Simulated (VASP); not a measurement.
Ta2O5, 7 atoms in the cell. It takes space group C2 (No. 5, monoclinic). The conventional cell has a = 6.028 Å, b = 4.987 Å, c = 5.771 Å, α = 90.00°, β = 117.86°, γ = 90.00°. Within 2.5 Å of Ta (site symmetry 1) lie 7 O at 1.90 to 2.32 Å. O (site symmetry 1) has 3 Ta at 1.91 to 2.31 Å and 5 O at 2.28 to 2.50 Å within 2.5 Å. O (site symmetry 1) has 2 Ta at 1.90 to 2.00 Å and 3 O at 2.41 to 2.50 Å within 2.5 Å. Within 2.8 Å of O (site symmetry 2) lie 4 Ta at 2.14 to 2.32 Å and 6 O at 2.33 to 2.55 Å.  This cell differs from its parent crystal: strain +0.0175 x Voigt [1, -1, 0, 0, 0, 0].

* Program: VASP 6.6.1
* Task: single point
* Functional: PBEsol
* Potentials or basis: VASP PAW PBE potentials, release 64 (Ta_pv, O)
* Cutoff: 520 eV
* k mesh: 8 × 8 × 6
* Occupations: gaussian, width 0.05 eV
* Spin: no spin polarisation
* Dipole correction: no
* Further INCAR settings: ALGO = Normal; EDIFF = 1e-07; NBANDS = 35

Potentials or basis: VASP PAW PBE potentials, release 64 (Ta_pv, O).

Run with:

```bash
$ cat potpaw_PBE.64/Ta_pv/POTCAR potpaw_PBE.64/O/POTCAR > POTCAR
$ mpirun -np 1 vasp_std > vasp.out
```

Hardware: 1 thread of Intel(R) Xeon(R) 6975P-C (Granite Rapids), with other jobs on the host.

Problem. Estimate the wall time of this run.

Solution. Run time: 3.4 min on 1 thread of Intel(R) Xeon(R) 6975P-C (Granite Rapids) (shared host), peak memory 0.37 GiB. Counts: scf iterations 16, k points 114.
